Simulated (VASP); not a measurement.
Write the native input for VASP 6.6.1 that does the following.

```
Task                   : single point
Functional             : PBE
Potentials or basis    : VASP PAW PBE potentials, release 64 (Ti_sv, Si)
Cutoff                 : 520 eV
k mesh                 : 12 × 12 × 12
Occupations            : gaussian, width 0.15 eV
Spin                   : no spin polarisation
Dipole correction      : no
Further INCAR settings : ALGO = Normal; EDIFF = 1e-06; NBANDS = 29
```

The structure of TiSi2 lies in POSCAR:

```
TiSi2
1.0
    1.7264588429     -6.8702772238      0.0000000000
    1.7264588429      6.8702772238      0.0000000000
    0.0000000000      0.0000000000      3.4837809660
Ti Si
2 4
Direct
    0.8968075259      0.1031924741      0.7500000000
    0.1031924741      0.8968075259      0.2500000000
    0.5591373592      0.4408626408      0.7500000000
    0.4408626408      0.5591373592      0.2500000000
    0.2498287182      0.7501712818      0.7500000000
    0.7501712818      0.2498287182      0.2500000000
```

The input as run:

INCAR

```
PREC     = Accurate       # precision mode
ENCUT    = 520            # plane-wave cutoff, eV
EDIFF    = 1E-6           # SCF threshold, eV
ISMEAR   = 0              # smearing method
SIGMA    = 0.15           # smearing width, eV
LREAL    = F              # projectors in reciprocal space
LASPH    = T              # aspherical terms in the spheres
NELM     = 80             # most SCF steps
ALGO     = Normal         # electronic algorithm
ISIF     = 2              # what is computed and relaxed
LWAVE    = F              # write WAVECAR
LCHARG   = T              # write CHGCAR
GGA      = PE             # functional
LELF     = T              # ELF
LVHAR    = T            
NBANDS   = 29             # bands
```

KPOINTS

```
regular mesh
0
Gamma
  12 12 12
```

Potentials or basis: VASP PAW PBE potentials, release 64 (Ti_sv, Si).

The run is started by

```console
$ cat potpaw_PBE.64/Ti_sv/POTCAR potpaw_PBE.64/Si/POTCAR > POTCAR
$ mpirun -np 1 vasp_std > vasp.out
```

Results of the run:

```
Pressure               : 7.3 GPa
Largest force          : 0.221 eV/Å
Band gap on the k mesh : zero (bands 20 and 21 overlap by 1.01 eV)
```

Caveat: the stress differs along the axes, from 0 to 11 GPa.

Run time: 24 min on 1 thread of Intel(R) Xeon(R) Platinum 8259CL CPU @ 2.50GHz (Skylake/Cascade Lake), on a shared host, peak memory 0.71 GiB.
